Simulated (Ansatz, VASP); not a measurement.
**MgO in VASP and in Ansatz**

POSCAR

```
MgO
1.0
    0.0000000000      2.1071294990      2.1071294990
    2.1071294990      0.0000000000      2.1071294990
    2.1071294990      2.1071294990      0.0000000000
Mg O
1 1
Direct
    0.0000000000      0.0000000000      0.0000000000
    0.5000000000      0.5000000000      0.5000000000
```

The input INCAR.step1:

```
PREC = Accurate
ENCUT = 520
EDIFF = 1E-5
ISMEAR = 0
SIGMA = 0.01
LREAL = F
LASPH = T
NELM = 100
ALGO = Normal
ISIF = 2
LWAVE = T
LCHARG = F
GGA = PE
NBANDS = 11
```

The input INCAR.step2:

```
PREC = Accurate
ENCUT = 520
EDIFF = 1E-6
ISMEAR = 0
SIGMA = 0.01
LREAL = F
LASPH = T
NELM = 100
ALGO = Normal
ISIF = 2
LWAVE = F
LCHARG = F
GGA = PE
LHFCALC = T
HFSCREEN = 0.2079
PRECFOCK = Normal
ISTART = 1
NBANDS = 11
```

File KPOINTS:

```
regular mesh
0
Gamma
  6 6 6
```

Input for Ansatz:

```yaml
crystal:
  lattice:
    - [0.0, 2.107129499, 2.107129499]
    - [2.107129499, 0.0, 2.107129499]
    - [2.107129499, 2.107129499, 0.0]
  atoms:
    - { symbol: Mg, position: [0.0, 0.0, 0.0] }
    - { symbol: O, position: [0.5, 0.5, 0.5] }
basis:
  ecutwfc: 420
kpoints:
  mp_grid: { grid: [6, 6, 6] }
  band_path:
    path:
      - [0.0, 0.0, 0.0]
      - [0.5, 0.0, 0.5]
      - [0.625, 0.25, 0.625]
      - [0.375, 0.375, 0.75]
      - [0.5, 0.5, 0.5]
      - [0.5, 0.25, 0.75]
    npoints: 1
hamiltonian:
  xc: hse06
scf:
  occupations: { method: fixed }
  n_extra_bands: 4
output:
  eigenvalues: true
```

Alike in both runs: task single point; functional HSE06; k mesh 6 × 6 × 6; no spin polarisation.

|  | VASP | Ansatz |
| --- | --- | --- |
| version | VASP 6.6.1 | Ansatz 0.2.0 |
| potentials or method | VASP PAW PBE potentials, release 64 (Mg, O), cutoff 520 eV | scalar-relativistic, plane waves, PAW |
| occupations | gaussian, width 0.01 eV | fixed |
| valence electrons in the cell | 8 | 16 |

|  | VASP | Ansatz | Ansatz less VASP |
| --- | --- | --- | --- |
| gap on the k mesh at the Fermi level (eV) | 6.42 | 6.47 | +0.046 |
| least direct gap on the mesh (eV) | 6.42 | 6.47 | +0.046 |

VASP's potentials hold 8 valence electrons a cell and Ansatz's 16, so a difference there can come from the potentials and not from the codes.

The k mesh is coarse, so the values compare programs but aren't converged.
